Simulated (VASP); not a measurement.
The system is RbCu3.

```xyz
4
Lattice="4.2650 0.0000 0.0000 0.0000 4.2650 0.0000 0.0000 0.0000 4.2650" Properties=species:S:1:pos:R:3 pbc="T T T"
Rb    0.0000    0.0000    0.0000
Cu    0.0000    2.1325    2.1325
Cu    2.1325    0.0000    2.1325
Cu    2.1325    2.1325    0.0000
```

- Program: VASP 6.6.1
- Task: relaxation of cell and atoms
- Functional: PBE
- Potentials or basis: VASP PAW PBE potentials, release 64 (Rb_sv, Cu)
- Cutoff: 600 eV
- k mesh: 12 × 12 × 12
- Occupations: gaussian, width 0.1 eV
- Spin: no spin polarisation

At the start: pressure 2.0 GPa; volume 19.39 Å³/atom.

How do energy, volume and symmetry change on relaxing?

Over 4 steps the energy falls by 7.4 meV/atom and the volume is 20.63 Å³/atom (+6.4 %); space group Pm-3m (No. 221, to 0.1 Å) before and after.

Step by step:
| step | energy change (eV) | largest force (eV/Å) | pressure (GPa) | volume (Å³) |
| --- | --- | --- | --- | --- |
| 1 | 0.0000 | 0.0000 | 2.05 | 77.58 |
| 2 | -0.0244 | 0.0000 | 0.79 | 80.39 |
| 3 | -0.0293 | 0.0000 | -0.12 | 82.86 |
| 4 | -0.0294 | 0.0000 | 0.01 | 82.52 |

Final structure:
```xyz
4
Lattice="4.3536 0.0000 0.0000 0.0000 4.3536 0.0000 0.0000 0.0000 4.3536" Properties=species:S:1:pos:R:3 pbc="T T T"
Rb    0.0000    0.0000    0.0000
Cu    0.0000    2.1768    2.1768
Cu    2.1768    0.0000    2.1768
Cu    2.1768    2.1768    0.0000
```
